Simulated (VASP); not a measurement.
The system is BaTe.

```
CELL_PARAMETERS angstrom
0.00000 3.41000 3.41000
3.41000 0.00000 3.41000
3.41000 3.41000 0.00000
ATOMIC_POSITIONS crystal
Ba 0.00000 0.00000 0.00000
Te 0.50000 0.50000 0.50000
```

Base run:

```yaml
Program: VASP 6.6.1
Functional: PBE
Potentials_or_basis: VASP PAW PBE potentials, release 64 (Ba_sv, Te)
Cutoff: 520 eV
k_mesh: 7 × 7 × 7
Occupations: tetrahedron
Spin: no spin polarisation
```

Its results: band gap on the k mesh 1.38 eV (least direct gap 1.76 eV); pressure 4.2 GPa.

Problem. The run is repeated on the same cell with these changes: k mesh from 7 × 7 × 7, through Γ to 7 × 7 × 7, shifted; further incar settings from ALGO = Normal; EDIFF = 1e-08; NBANDS = 15 to ALGO = Normal; EDIFF = 1e-08; NBANDS = 15; ISYM = 0. What comes out?

Solution. Band gap on the k mesh 1.57 eV (least direct gap 1.91 eV); pressure 4.2 GPa.

Caveats: the cell stands under pressure; spin-orbit coupling is left out, which moves the levels of the heavy elements; an odd mesh through Γ misses points on the zone boundary, where band edges can lie (at least some runs); a shifted mesh leaves out Γ, where band edges can lie (at least some runs).
